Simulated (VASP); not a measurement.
# KI (I4/mmm) in VASP: a series of runs

The runs below take KI through single point, with r2SCAN.

Everything below comes from runs of VASP 6.6.1. Logs are shortened: lines on timing, memory, paths and dates and some standing lists are left out, and cuts for length are marked.

## (1) The cell of the first run

It takes space group I4/mmm (No. 139, tetragonal). The conventional cell has a = 4.354 Å, b = 4.354 Å, c = 9.237 Å, α = 90.00°, β = 90.00°, γ = 90.00°. Within 4.1 Å of K (site symmetry 4/mmm) lie 4 I at 3.08 Å. Within 4.1 Å of I (site symmetry 4/mmm) lie 4 K at 3.08 Å.

## (2) Single point, r2SCAN

Input file POSCAR:

```
KI
1.0
    0.0000000000      3.0789780270      4.6184670405
    3.0789780270      0.0000000000      4.6184670405
    3.0789780270      3.0789780270      0.0000000000
K I
1 1
Direct
    0.0000000000      0.0000000000      0.0000000000
    0.5000000000      0.5000000000      0.5000000000
```

Input file INCAR.step1:

```
ALGO = Normal ; EDIFF = 1E-4
ENCUT = 520 ; GGA = PE
ISMEAR = 0 ; LASPH = True
LCHARG = False ; LREAL = False
LWAVE = True ; NBANDS = 15
NELM = 80 ; PREC = Accurate
SIGMA = 0.05
```

Input file INCAR.step2:

```
ALGO = Normal ; EDIFF = 1E-7
ENCUT = 520 ; ISIF = 2
ISMEAR = 0 ; ISTART = 1
LASPH = True ; LCHARG = False
LMIXTAU = True ; LREAL = False
LWAVE = False ; METAGGA = R2SCAN
NBANDS = 15 ; NELM = 80
PREC = Accurate ; SIGMA = 0.05
```

Input file KPOINTS:

```
k-points
0
Gamma
  6 6 6
```

Potentials or basis: VASP PAW PBE potentials, release 64 (K_sv, I).

On the command line:

```console
$ cat potpaw_PBE.64/K_sv/POTCAR potpaw_PBE.64/I/POTCAR > POTCAR
$ cp INCAR.step1 INCAR
$ mpirun -np 1 vasp_std > vasp.out
$ cp INCAR.step2 INCAR
$ mpirun -np 1 vasp_std > vasp.out
```

OUTCAR:

```text
EDIFF = 1E-7
   ENCUT = 520
   ISIF = 2
   ISMEAR = 0
   ISTART = 1
   LASPH = True
   LREAL = False
   METAGGA = R2SCAN
   NELM = 80
   PREC = Accurate

 ion  position               nearest neighbor table
   1  0.000  0.000  0.000-   2 3.08   2 3.08   2 3.08   2 3.08
   2  0.500  0.500  0.500-   1 3.08   1 3.08   1 3.08   1 3.08

  LATTYP: Found a body centered tetragonal cell.
 ALAT       =     4.3543324840
 C/A-ratio  =     2.1213203436

  Lattice vectors:

 A1 = (  -3.0789780270,   0.0000000000,   4.6184670405)
 A2 = (   3.0789780270,   0.0000000000,   4.6184670405)
 A3 = (   0.0000000000,   3.0789780270,  -4.6184670405)

Analysis of symmetry for initial positions (statically):
=====================================================================
 Subroutine PRICEL returns:
 Original cell was already a primitive cell.

 Routine SETGRP: Setting up the symmetry group for a
 body centered tetragonal supercell.

 Subroutine GETGRP returns: Found 16 space group operations
 (whereof 16 operations were pure point group operations)
 out of a pool of 16 trial point group operations.

The static configuration has the point symmetry D_4h.

Analysis of symmetry for dynamics (positions and initial velocities):
=====================================================================
 Subroutine PRICEL returns:
 Original cell was already a primitive cell.

 Routine SETGRP: Setting up the symmetry group for a
 body centered tetragonal supercell.

 Subroutine GETGRP returns: Found 16 space group operations
 (whereof 16 operations were pure point group operations)
 out of a pool of 16 trial point group operations.

The dynamic configuration has the point symmetry D_4h.

 Subroutine INISYM returns: Found 16 space group operations
 (whereof 16 operations are pure point group operations),
 and found     1 'primitive' translations

----------------------------------------------------------------------------------------

                                     Primitive cell

  volume of cell :      87.5671

  direct lattice vectors                    reciprocal lattice vectors
     0.000000000  3.078978027  4.618467040    -0.162391545  0.162391545  0.108261030
     3.078978027  0.000000000  4.618467040     0.162391545 -0.162391545  0.108261030
     3.078978027  3.078978027  0.000000000     0.162391545  0.162391545 -0.108261030

  length of vectors
     5.550706576  5.550706576  4.354332484     0.253894621  0.253894621  0.253894621

  position of ions in fractional coordinates (direct lattice)
     0.000000000  0.000000000  0.000000000
     0.500000000  0.500000000  0.500000000

  ion indices of the primitive-cell ions
   primitive index   ion index
                 1           1
                 2           2

----------------------------------------------------------------------------------------

 KPOINTS: k-points

Automatic generation of k-mesh.
 Grid dimensions read from file:
 generate k-points for:    6    6    6

 Generating k-lattice:

  Cartesian coordinates                     Fractional coordinates (reciprocal lattice)
    -0.027065258  0.027065258  0.018043505     0.166666667 -0.000000000  0.000000000
     0.027065258 -0.027065258  0.018043505    -0.000000000  0.166666667  0.000000000
     0.027065258  0.027065258 -0.018043505     0.000000000  0.000000000  0.166666667

  Length of vectors
     0.042315770  0.042315770  0.042315770

  Shift w.r.t. Gamma in fractional coordinates (k-lattice)
     0.000000000  0.000000000  0.000000000

 Subroutine IBZKPT returns following result:
 ===========================================

 Found     30 irreducible k-points:

 Following reciprocal coordinates:
            Coordinates               Weight
  0.000000  0.000000  0.000000      1.000000
  0.166667 -0.000000  0.000000      8.000000
  0.333333 -0.000000  0.000000      8.000000
  0.500000 -0.000000  0.000000      4.000000
  0.166667  0.166667  0.000000      2.000000
  0.333333  0.166667  0.000000      8.000000
[... 16 lines left out ...]
  0.333333  0.000000  0.333333      4.000000
  0.500000 -0.000000  0.333333     16.000000
 [... further k-points ...]
   k-points           NKPTS =     30   k-points in BZ     NKDIM =     30   number of bands    NBANDS=     15
   number of dos      NEDOS =    301   number of ions     NIONS =      2
   total plane-waves  NPLWV =  56448
   dimension x,y,z NGX =    42 NGY =   42 NGZ =   32
   dimension x,y,z NGXF=    84 NGYF=   84 NGZF=   64
   ions per type =               1   1
   NGX,Y,Z   is equivalent  to a cutoff of  12.58, 12.58, 12.22 a.u.
   NGXF,Y,Z  is equivalent  to a cutoff of  25.16, 25.16, 24.43 a.u.
 SYSTEM =  unknown system
   PREC   = accura    normal or accurate (medium, high low for compatibility)
   ISTART =      1    job   : 0-new  1-cont  2-samecut
   ICHARG =      0    charge: 1-file 2-atom 10-const
   ISPIN  =      1    spin polarized calculation?
   LNONCOLLINEAR =      F non collinear calculations
   LSORBIT =      F    spin-orbit coupling
   LASPH  =      T    aspherical Exc in radial PAW
   ENCUT  =  520.0 eV  38.22 Ry    6.18 a.u.  10.32 10.32  8.10*2*pi/ulx,y,z
   NELM   =     80;   NELMIN=  2; NELMDL=  0     # of ELM steps
   EDIFF  = 0.1E-06   stopping-criterion for ELM
   LREAL  =      F    real-space projection
   EDIFFG = 0.1E-05   stopping-criterion for IOM
   NSW    =      0    number of steps for IOM
   IBRION =     -1    ionic relax: 0-MD 1-quasi-New 2-CG
   NFREE  =      0    steps in history (QN), initial steepest desc. (CG)
   ISIF   =      2    stress and relaxation
   ISYM   =      2    0-nonsym 1-usesym 2-fastsym
   POTIM  = 0.5000    time-step for ionic-motion
   TEBEG  =    0.0;   TEEND  =   0.0 temperature during run
   PSTRESS=    0.0 pullay stress
   NELECT =      16.0000    total number of electrons
   NUPDOWN=      -1.0000    fix difference up-down
   EMIN   =  10.00;   EMAX   =-10.00  energy-range for DOS
   EFERMI =   0.00;   METHOD = LEGACY
   ISMEAR =     0;   SIGMA  =   0.05  broadening in eV -4-tet -1-fermi 0-gaus
   EFERMI_NEDOS =   21; number of points for ismear=-14 and -15
   IALGO  =     38    algorithm
   IMIX   =      4    mixing-type and parameters
     AMIX     =   0.40;   BMIX     =  1.00
     AMIX_MAG =   1.60;   BMIX_MAG =  1.00
  volume/ion in A,a.u.               =      43.78       295.47
  Fermi-wavevector in a.u.,A,eV,Ry     =   0.928969  1.755497 11.741598  0.862983
  Thomas-Fermi vector in A             =   2.055202
   LORBIT       =      0    0 simple, 1 ext, 2 COOP (PROOUT), +10 PAW based schemes
   METAGGA = R2SCAN    functional components
   LHFCALC =     F    Hartree Fock is set to
   AEXX    =    0.0000 exact exchange contribution
   IVDW    =     0    specifies the selected vdW correction
   LEPSILON=     F    determine dielectric tensor
   LRPA    =     F    only Hartree local field effects (RPA)
 non-spin polarized calculation
 Gauss-broadening in eV      SIGMA  =   0.05
  energy-cutoff  :      520.00
  volume of cell :       87.57
 maximum number of plane-waves:      2388
 NGX is ok and might be reduce to    42
   NGX = 21   NGY = 21   NGZ = 17

 number of electron      16.0000000 magnetization

 Free energy of the ion-electron system (eV)
  ---------------------------------------------------
  ext. energy  EPLUGINS =         0.00000000
  ---------------------------------------------------
  free energy    TOTEN  =       -33.24910612 eV

  energy without entropy =      -33.24910612  energy(sigma->0) =      -33.24910612

 E-fermi :  -0.2309     XC(G=0):  -7.3248

 val. band max:       -0.4898711144   @ k =   0.0000   0.0000   0.0000
 cond. band min:       3.5935665671   @ k =   0.0000   0.0000   0.0000
 fundamental gap:      4.0834376815
 Fermi energy:        -0.2309165064

 k-point     1 :       0.0000    0.0000    0.0000
  band No.  band energies     occupation
      1     -30.0908      2.00000
      2     -12.8948      2.00000
      3     -12.8747      2.00000
      4     -12.8747      2.00000
      5     -11.7268      2.00000
      6      -1.0697      2.00000
      7      -0.4899      2.00000
      8      -0.4899      2.00000
      9       3.5936      0.00000
     10       5.0533      0.00000
     11       7.4094      0.00000
     12       7.4094      0.00000
     13       7.4552      0.00000
     14       7.7988      0.00000
     15      10.2908      0.00000

 k-point     2 :       0.1667   -0.0000    0.0000
  band No.  band energies     occupation
      1     -30.0891      2.00000
      2     -13.0697      2.00000
      3     -12.8934      2.00000
      4     -12.8639      2.00000
      5     -11.4642      2.00000
      6      -1.1758      2.00000
      7      -1.0195      2.00000
      8      -0.6462      2.00000
      9       4.0563      0.00000
     10       5.6089      0.00000
     11       6.9371      0.00000
     12       7.6639      0.00000
     13       8.0954      0.00000
     14       8.3170      0.00000
     15      10.0330      0.00000

 k-point     3 :       0.3333   -0.0000    0.0000
  band No.  band energies     occupation
      1     -30.0858      2.00000
      2     -13.3393      2.00000
      3     -12.8905      2.00000
      4     -12.8421      2.00000
      5     -11.0479      2.00000
      6      -1.9654      2.00000
      7      -1.2521      2.00000
      8      -0.9327      2.00000
      9       4.8879      0.00000
     10       6.5609      0.00000
     11       6.8864      0.00000
     12       8.3722      0.00000
     13       9.1538      0.00000
     14       9.4160      0.00000
     15       9.6070      0.00000
[... 343 lines left out ...]
 k-point    23 :       0.3333    0.0000    0.3333
  band No.  band energies     occupation
      1     -30.0811      2.00000
      2     -13.1629      2.00000
      3     -12.9625      2.00000
      4     -12.8828      2.00000
      5     -11.2203      2.00000
      6      -1.7976      2.00000
      7      -1.2408      2.00000
      8      -1.0540      2.00000
      9       5.2108      0.00000
     10       5.4794      0.00000
     11       7.6854      0.00000
     12       8.3800      0.00000
     13       8.9689      0.00000
     14       9.2596      0.00000
     15       9.3368      0.00000

 k-point    24 :       0.5000   -0.0000    0.3333
  band No.  band energies     occupation
      1     -30.0795      2.00000
      2     -13.1351      2.00000
      3     -12.9550      2.00000
      4     -12.8823      2.00000
      5     -11.2913      2.00000
      6      -1.7175      2.00000
      7      -1.3720      2.00000
      8      -1.0916      2.00000
      9       5.1790      0.00000
     10       6.2968      0.00000
     11       7.0869      0.00000
     12       8.4607      0.00000
     13       9.0182      0.00000
     14       9.2584      0.00000
     15      10.0829      0.00000

 [... further k-points ...]
[... 5 lines left out ...]
  --------------------------------------------------------------------------------------
  -------------------------------------------------------------------------------------
  Total        5.0737374      5.0737374     -0.6067332      0.0000000     -0.0000000      0.0000000
  in kB       92.8319653     92.8319653    -11.1011326      0.0000000     -0.0000000      0.0000000
  external PRESSURE =      58.1875993 kB  Pullay stress =       0.0000000 kB

 VOLUME and BASIS-vectors are now :
 -----------------------------------------------------------------------------
  energy-cutoff  :      520.00
  volume of cell :       87.57
      direct lattice vectors                 reciprocal lattice vectors
     0.000000000  3.078978027  4.618467040    -0.162391545  0.162391545  0.108261030
     3.078978027  0.000000000  4.618467040     0.162391545 -0.162391545  0.108261030
     3.078978027  3.078978027  0.000000000     0.162391545  0.162391545 -0.108261030

 POSITION                                       TOTAL-FORCE (eV/Angst)
 -----------------------------------------------------------------------------------
      0.00000      0.00000      0.00000         0.000000      0.000000     -0.000000
      3.07898      3.07898      4.61847         0.000000      0.000000      0.000000
 -----------------------------------------------------------------------------------
    total drift:                               -0.000000     -0.000000     -0.000000

  FREE ENERGIE OF THE ION-ELECTRON SYSTEM (eV)
  ---------------------------------------------------
  free  energy   TOTEN  =       -33.2491061154 eV

  energy  without entropy=      -33.2491061154  energy(sigma->0) =      -33.24910612
```

Wall time 1.9 min (1 thread of Intel Xeon Platinum 8559C (Emerald Rapids), shared host); peak memory 0.26 GiB.

What came out:

* Free energy: -33.2491 eV
* Pressure: 5.8 GPa
* Band gap on the k mesh: 4.08 eV, direct

Levels at points of the mesh, in eV from the valence-band top:
```csv
k point,band 6,band 7,band 8,band 9,band 10,band 11
"(0.00, 0.00, 0.00)",-0.58,0.00,0.00,4.08,5.54,7.90
"(0.50, 0.00, 0.00)",-1.86,-0.82,-0.58,5.68,7.39,8.35
"(0.50, 0.50, 0.00)",-1.34,-0.08,-0.08,5.20,7.21,7.62
"(0.50, 0.00, 0.50)",-1.06,-0.90,-0.51,5.30,6.78,7.53
```

Caveat: the PAW data sets were made with another functional, which shifts forces and pressure a little; spin-orbit coupling is left out, which moves the levels of the heavy elements.

(Continued in part 2 of 2.)
